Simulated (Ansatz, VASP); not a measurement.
## AlN: VASP beside Ansatz

```
Al N
1.0
     0.00000    2.21273    2.21273
     2.21273    0.00000    2.21273
     2.21273    2.21273    0.00000
Al N
1 1
Direct
  0.00000 0.00000 0.00000
  0.25000 0.25000 0.25000
```

Alike in both runs: task single point; functional LDA; k mesh 10 × 10 × 10; occupations fermi-dirac, width 0.05 eV; no spin polarisation.

|  | VASP | Ansatz |
| --- | --- | --- |
| version | VASP 6.6.1 | Ansatz 0.2.0 |
| potentials or method | VASP PAW LDA potentials, release 64 (Al, N) | JTH PAW LDA |
| plane-wave cutoff (eV) | 520 | 1350 |
| valence electrons in the cell | 8 | 8 |

|  | VASP | Ansatz | Ansatz less VASP |
| --- | --- | --- | --- |
| gap on the k mesh at the Fermi level (eV) | 3.20 | 3.21 | +0.009 |
| least direct gap on the mesh (eV) | 3.89 | 3.88 | -0.007 |
| pressure (GPa) | -10.3 | -11.1 | -0.84 |

LDA's correlation is that of Perdew and Zunger in VASP and of Perdew and Wang (1992) in Ansatz.
